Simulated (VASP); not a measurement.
Input of a VASP 6.6.1 run:

File INCAR:

```
SYSTEM = BN
PREC = Accurate
ENCUT = 520
EDIFF = 1E-6
ISMEAR = 0
SIGMA = 0.05
LREAL = .FALSE.
LASPH = .TRUE.
NELM = 60
ALGO = Normal
ISIF = 2
LWAVE = .FALSE.
LCHARG = .FALSE.
GGA = PE
NBANDS = 11
```

KPOINTS

```
Automatic mesh
0
G
  12 12 12
  0 0 0
```

Contents of POSCAR:

```
BN
1.0
    0.0000000000      1.7829668990      1.7829668990
    1.7829668990      0.0000000000      1.7829668990
    1.7829668990      1.7829668990      0.0000000000
B N
1 1
Direct
    0.0000000000      0.0000000000      0.0000000000
    0.7500000000      0.7500000000      0.7500000000
```

Potentials or basis: VASP PAW PBE potentials, release 64 (B, N).

The run is started by

```bash
$ cat potpaw_PBE.64/B/POTCAR potpaw_PBE.64/N/POTCAR > POTCAR
$ mpirun -np 1 vasp_std > vasp.out
```

(1) Predict the band gap on the k mesh.

(2) Predict the pressure.

Answers

(1) 4.50 eV, indirect (least direct gap 9.02 eV).

(2) 20.3 GPa.
